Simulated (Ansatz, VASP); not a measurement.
## Two plane-wave programs on Sr

The input INCAR:

```
PREC     = Accurate       # precision mode
ENCUT    = 500            # plane-wave cutoff, eV
EDIFF    = 1E-6           # SCF threshold, eV
ISMEAR   = -1             # smearing method
SIGMA    = 0.1            # smearing width, eV
LREAL    = False          # projectors in reciprocal space
LASPH    = True           # aspherical terms in the spheres
NELM     = 120            # most SCF steps
ALGO     = Normal         # electronic algorithm
ISIF     = 2              # what is computed and relaxed
LWAVE    = False          # write WAVECAR
LCHARG   = False          # write CHGCAR
NBANDS   = 11             # bands
GGA_COMPAT= False
```

The input KPOINTS:

```
regular mesh
0
Gamma
  9 9 9
```

File POSCAR:

```
Sr
1.0
    0.0000000000      2.9028949114      2.9028949114
    2.9028949114      0.0000000000      2.9028949114
    2.9028949114      2.9028949114      0.0000000000
Sr
1
Direct
    0.0000000000      0.0000000000      0.0000000000
```

Input for Ansatz:

```yaml
crystal:
  lattice:
    - [0.0, 2.9028949114, 2.9028949114]
    - [2.9028949114, 0.0, 2.9028949114]
    - [2.9028949114, 2.9028949114, 0.0]
  atoms:
    - { symbol: Sr, position: [0.0, 0.0, 0.0] }
hamiltonian:
  xc: lda
  pseudopotentials:
    kind: paw
    azcp:
      Sr: "pseudopotentials/Sr.paw.azcp"
basis:
  ecutwfc: 800
  fft_grid_basis: typed
kpoints:
  mp_grid: { grid: [9, 9, 9], shift: [0, 0, 0] }
magnetization:
  spin_polarized: false
scf:
  occupations: { method: fermi_dirac, width: 0.1 }
  lower_state_search: "off"
output:
  stress: true
```

Alike in both runs: task single point; functional LDA; k mesh 9 × 9 × 9; occupations fermi-dirac, width 0.1 eV; no spin polarisation.

|  | VASP | Ansatz |
| --- | --- | --- |
| version | VASP 6.6.1 | Ansatz 0.2.0 |
| potentials or method | VASP PAW LDA potentials, release 64 (Sr_sv), cutoff 500 eV | plane waves (800 eV) with PAW, scalar-relativistic |
| valence electrons in the cell | 10 | 10 |

|  | VASP | Ansatz | Ansatz less VASP |
| --- | --- | --- | --- |
| pressure (GPa) | 0.0 | 0.0 | +0.01 |

Ansatz warns that its potentials were made for another functional, while VASP's fit it. LDA's correlation is that of Perdew and Zunger in VASP and of Perdew and Wang (1992) in Ansatz.
